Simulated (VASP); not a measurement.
The system is CdS.

```
Cd S
1.0
     0.00000    2.78131    2.68473
     2.78131    0.00000    2.68473
     2.78131    2.78131    0.00000
Cd S
1 1
Cartesian
  0.0000 0.0000 0.0000
  2.7813 2.7813 2.6847
```

This cell differs from its parent crystal: epitaxial xy strain +2.0%.

Base run:

* Program: VASP 6.6.1
* Functional: r2SCAN
* Potentials or basis: VASP PAW PBE potentials, release 64 (Cd_sv_GW, S)
* Cutoff: 600 eV
* k mesh: 8 × 8 × 8
* Occupations: fermi-dirac, width 0.02 eV
* Spin: no spin polarisation

Its results: band gap on the k mesh 0.57 eV, indirect (least direct gap 2.16 eV); pressure -2.2 GPa.

Problem. The run is repeated on the same cell with these changes: functional from r2SCAN to PBE; cutoff from 600 eV to 540 eV. What comes out?

Solution. Band gap on the k mesh 0.08 eV, indirect (least direct gap 1.53 eV); pressure -1.1 GPa.

r2SCAN gives the wider gap, since meta-GGAs in the generalised Kohn-Sham scheme recover part of the derivative discontinuity.

Caveats: the PAW data sets were made with another functional, which shifts forces and pressure a little (some runs).

A k mesh can miss the band edges.
